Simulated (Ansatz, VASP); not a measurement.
## Rb in VASP and in Ansatz

INCAR

```
SYSTEM = Rb
ALGO = Normal ; EDIFF = 1E-6
ENCUT = 500 ; GGA = PE
GGA_COMPAT = .False. ; ISIF = 2
ISMEAR = -1 ; LASPH = .True.
LCHARG = .True. ; LELF = .True.
LREAL = .False. ; LVHAR = .True.
LWAVE = .False. ; NBANDS = 26
NELM = 120 ; PREC = Accurate
SIGMA = 0.1
```

The input KPOINTS:

```
k-points
0
Gamma
  8 8 3
  0 0 0
```

File POSCAR:

```
Rb
1.0
    4.9690011625      0.0000000000      0.0000000000
   -2.4845005812      4.3032812381      0.0000000000
    0.0000000000      0.0000000000     16.3933607775
Rb
4
Direct
    1.0000000000      1.0000000000      0.0000000000
    0.0000000000      1.0000000000      0.5000000000
    0.3333333333      0.6666666667      0.2500000000
    0.6666666667      0.3333333333      0.7500000000
```

Input for Ansatz:

```yaml
crystal:
  lattice:
    - [4.9690011625, 0.0, 0.0]
    - [-2.4845005812, 4.3032812381, 0.0]
    - [0.0, 0.0, 16.3933607775]
  atoms:
    - { symbol: Rb, position: [1.0, 1.0, 0.0] }
    - { symbol: Rb, position: [0.0, 1.0, 0.5] }
    - { symbol: Rb, position: [0.3333333333, 0.6666666667, 0.25] }
    - { symbol: Rb, position: [0.6666666667, 0.3333333333, 0.75] }
hamiltonian:
  xc: pbe
  pseudopotentials:
    kind: paw
    azcp:
      Rb: "pseudopotentials/Rb.paw.azcp"
basis:
  ecutwfc: 420
  fft_grid_basis: typed
kpoints:
  mp_grid: { grid: [8, 8, 3], shift: [0, 0, 0] }
magnetization:
  spin_polarized: false
scf:
  occupations: { method: fermi_dirac, width: 0.1 }
  lower_state_search: "off"
output:
  stress: true
```

Alike in both runs: task single point; functional PBE; k mesh 8 × 8 × 3; occupations fermi-dirac, width 0.1 eV; no spin polarisation.

|  | VASP | Ansatz |
| --- | --- | --- |
| version | VASP 6.6.1 | Ansatz 0.2.0 |
| potentials or method | VASP PAW PBE potentials, release 64 (Rb_sv), cutoff 500 eV | plane waves (420 eV) with PAW, scalar-relativistic |
| valence electrons in the cell | 36 | 36 |

|  | VASP | Ansatz | Ansatz less VASP |
| --- | --- | --- | --- |
| pressure (GPa) | 0.1 | 0.1 | 0.00 |
| traceless stress, the component that is largest in VASP (GPa) | -0.06 | -0.06 | 0.000 |
